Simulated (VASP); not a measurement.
# Sn (Immm) in VASP: notebook, part 2 of 2

VASP 6.6.1. The steps go on from the part before.

## Step 3: Single point, PBEsol+D3(BJ) (strain -0.0150 x Voigt [0, 1, 0, 0, 0, 0])

File INCAR:

```
PREC = Accurate
ENCUT = 520
EDIFF = 1E-6
ISMEAR = 0
SIGMA = 0.15
LREAL = False
LASPH = True
NELM = 60
ALGO = Fast
ISIF = 2
LWAVE = False
LCHARG = False
GGA = PS
IVDW = 12
NBANDS = 13
```

File KPOINTS:

```
regular mesh
0
Gamma
  24 24 24
```

File POSCAR:

```
Sn
1.0
   -1.8221530004      1.7045015246      1.9868244599
    1.8221530004     -1.7045015246      1.9868244599
    1.8221530004      1.7045015246     -1.9868244599
Sn
1
Direct
    0.0000000000      0.0000000000      0.0000000000
```

Potentials or basis: VASP PAW PBE potentials, release 64 (Sn_d).

Started as:

```
cat potpaw_PBE.64/Sn_d/POTCAR > POTCAR
mpirun -np 1 vasp_std > vasp.out
```

OUTCAR:

```text
PREC = Accurate
   ENCUT = 520
   EDIFF = 1E-6
   ISMEAR = 0
   LREAL = False
   LASPH = True
   NELM = 60
   ISIF = 2
   GGA = PS
   IVDW = 12
 IVDW          = 12

 ion  position               nearest neighbor table
   1  0.000  0.000  0.000-

  LATTYP: Found a body centered orthorhombic cell.
 ALAT       =     3.4090030492
 B/A-ratio  =     1.0690239780
 C/A-ratio  =     1.1656337241

  Lattice vectors:

 A1 = (   1.8221530004,  -1.7045015246,  -1.9868244599)
 A2 = (  -1.8221530004,   1.7045015246,  -1.9868244599)
 A3 = (   1.8221530004,   1.7045015246,   1.9868244599)

Analysis of symmetry for initial positions (statically):
=====================================================================
 Subroutine PRICEL returns:
 Original cell was already a primitive cell.

 Routine SETGRP: Setting up the symmetry group for a
 body centered orthorhombic supercell.

 Subroutine GETGRP returns: Found  8 space group operations
 (whereof  8 operations were pure point group operations)
 out of a pool of  8 trial point group operations.

[... 170 lines left out ...]
      1     -12.3854      2.00000
      2     -12.3496      2.00000
      3     -12.3208      2.00000
      4     -12.2333      2.00000
      5     -12.1538      2.00000
      6      -2.6953      2.00000
      7      17.4598      0.00000
      8      17.4941      0.00000
      9      18.5936      0.00000
     10      20.7621      0.00000
     11      21.2142      0.00000
     12      22.2723      0.00000
     13      22.4065      0.00000
[... 354 lines left out ...]
  band No.  band energies     occupation
      1     -12.4127      2.00000
      2     -12.3446      2.00000
      3     -12.2164      2.00000
      4     -12.1548      2.00000
      5     -12.0871      2.00000
      6       1.7914      2.00000
      7       5.3468      2.00000
      8      13.0651      0.00000
      9      14.8078      0.00000
     10      18.0060      0.00000
     11      18.6332      0.00000
     12      22.6108      0.00000
     13      25.7290      0.00000

 [... further k-points ...]

------------------------ aborting loop because EDIFF is reached ----------------------------------------

 Edisp (eV)   -0.43058

 E8    (eV) :    -0.3038

  FORCE on cell =-STRESS in cart. coord.  units (eV):
  Direction    XX          YY          ZZ          XY          YZ          ZX
  --------------------------------------------------------------------------------------
  -------------------------------------------------------------------------------------
  Total       0.22233     0.17585     0.09323     0.00000     0.00000     0.00000
  in kB      14.43160    11.41467     6.05166     0.00000     0.00000     0.00000
  external pressure =       10.63 kB  Pullay stress =        0.00 kB

 VOLUME and BASIS-vectors are now :
 -----------------------------------------------------------------------------
  energy-cutoff  :      520.00
  volume of cell :       24.68
      direct lattice vectors                 reciprocal lattice vectors
    -1.822153000  1.704501525  1.986824460     0.000000000  0.293340893  0.251657864
     1.822153000 -1.704501525  1.986824460     0.274400668  0.000000000  0.251657864
     1.822153000  1.704501525 -1.986824460     0.274400668  0.293340893  0.000000000

 POSITION                                       TOTAL-FORCE (eV/Angst)
 -----------------------------------------------------------------------------------
      0.00000      0.00000      0.00000         0.000000      0.000000      0.000000
 -----------------------------------------------------------------------------------
    total drift:                               -0.000000      0.000000      0.000000

  FREE ENERGIE OF THE ION-ELECTRON SYSTEM (eV)
  ---------------------------------------------------
  free  energy   TOTEN  =        -4.6502581843 eV

  energy  without entropy=       -4.6444368701  energy(sigma->0) =       -4.64734753
```

stdout:

```text
POSCAR found type information on POSCAR Sn
 POSCAR found :  1 types and       1 ions
 scaLAPACK will be used
 -----------------------------------------------------------------------------
|                                                                             |
|                                                                             |
|     You enforced a specific xc type in the INCAR file but a different       |
[... 34 lines left out ...]
WARNING in EDDRMM: call to ZHEGV failed, returncode =   6  3      9
WARNING in EDDRMM: call to ZHEGV failed, returncode =   6  3     12
WARNING in EDDRMM: call to ZHEGV failed, returncode =   6  3     12
WARNING in EDDRMM: call to ZHEGV failed, returncode =   6  3      8
WARNING in EDDRMM: call to ZHEGV failed, returncode =   6  3     11
WARNING in EDDRMM: call to ZHEGV failed, returncode =   6  3     13
WARNING in EDDRMM: call to ZHEGV failed, returncode =   8  4     12
```

It took 5.1 min on 1 thread of Oxide Virtual Turin-like, shared host; peak memory 0.61 GiB.

What came out:

| Property | Result |
| --- | --- |
| Free energy | -4.6503 eV |
| Pressure | 1.1 GPa |
| Band gap on the k mesh | zero (bands 7 and 8 overlap by 10.87 eV) |
| Dispersion energy per atom | -0.431 eV |

Caveat: the cell differs from its parent crystal (strain -0.0150 x Voigt [0, 1, 0, 0, 0, 0]); the PAW data sets were made with another functional, which shifts forces and pressure a little; spin-orbit coupling is left out, which moves the levels of the heavy elements.

## Step 4: Single point, PBEsol+D3(BJ) (strain -0.0100 x Voigt [0, 1, 0, 0, 0, 0])

File INCAR:

```
  PREC = Accurate
  ENCUT = 520
  EDIFF = 1E-6
  ISMEAR = 0
  SIGMA = 0.15
  LREAL = False
  LASPH = True
  NELM = 60
  ALGO = Fast
  ISIF = 2
  LWAVE = False
  LCHARG = True
  GGA = PS
  IVDW = 12
  LELF = True
  LVHAR = True
  NBANDS = 13
```

File KPOINTS:

```
Automatic mesh
0
Gamma
  24 24 24
```

File POSCAR:

```
Sn
1.0
   -1.8221530004      1.7131538166      1.9868244599
    1.8221530004     -1.7131538166      1.9868244599
    1.8221530004      1.7131538166     -1.9868244599
Sn
1
Direct
    0.0000000000      0.0000000000      0.0000000000
```

Started as:

```
cat potpaw_PBE.64/Sn_d/POTCAR > POTCAR
mpirun -np 1 vasp_std > vasp.out
```

It took 4.2 min on 1 thread of Oxide Virtual Turin-like, shared host; peak memory 0.61 GiB.

Results (log left out):

```yaml
Free_energy: -4.6510 eV
Pressure: 0.7 GPa
Band_gap_on_the_k_mesh: zero (bands 7 and 8 overlap by 10.86 eV)
Dispersion_energy_per_atom: -0.428 eV
```

Stress tensor (GPa, compression positive):
```
1.05 0.00 0.00
0.00 0.74 0.00
0.00 0.00 0.33
```

Levels at points of the mesh, in eV from the Fermi level:
| k point | band 3 | band 4 | band 5 | band 6 | band 7 | band 8 | band 9 | band 10 | band 11 | band 12 |
| --- | --- | --- | --- | --- | --- | --- | --- | --- | --- | --- |
| (0.00, 0.00, 0.00) | -21.49 | -21.40 | -21.33 | -11.83 | 8.27 | 8.33 | 9.32 | 11.57 | 12.07 | 13.06 |
| (0.50, 0.00, 0.00) | -21.39 | -21.32 | -21.25 | -6.51 | -4.95 | 4.10 | 5.82 | 8.70 | 8.76 | 13.31 |
| (0.00, 0.50, 0.00) | -21.41 | -21.35 | -21.25 | -7.04 | -5.13 | 5.03 | 7.05 | 9.78 | 9.94 | 12.84 |
| (0.50, 0.50, 0.00) | -21.34 | -21.31 | -21.23 | -5.96 | -4.67 | 3.02 | 4.35 | 7.35 | 7.40 | 16.93 |
| (0.50, 0.50, 0.50) | -21.29 | -21.26 | -21.25 | -2.51 | -2.04 | -0.43 | 0.95 | 3.53 | 4.80 | 18.99 |

Caveat: the cell differs from its parent crystal (strain -0.0100 x Voigt [0, 1, 0, 0, 0, 0]); the PAW data sets were made with another functional, which shifts forces and pressure a little; spin-orbit coupling is left out, which moves the levels of the heavy elements.

## Step 5: The runs side by side

| cell | gap on the mesh (eV) | pressure (GPa) |
| --- | --- | --- |
| a = 3.185 Å, angles 110.2, 115.7, 102.8°, 1 atom | none | 1.4 |
| a = 3.190 Å, angles 110.3, 115.4, 102.9°, 1 atom | none | 1.1 |
| a = 3.194 Å, angles 110.4, 115.1, 103.1°, 1 atom | none | 0.7 |

Alike in all rows: task single point; level PBEsol+D3(BJ); potentials or basis VASP PAW PBE potentials, release 64 (Sn_d); no spin polarisation; k mesh 24 × 24 × 24; cutoff (eV) 520; smearing gaussian 0.15 eV.

Caveats: the PAW data sets were made with another functional, which shifts forces and pressure a little; spin-orbit coupling is left out, which moves the levels of the heavy elements.

Absolute energies hang on the potentials; compare differences alone.
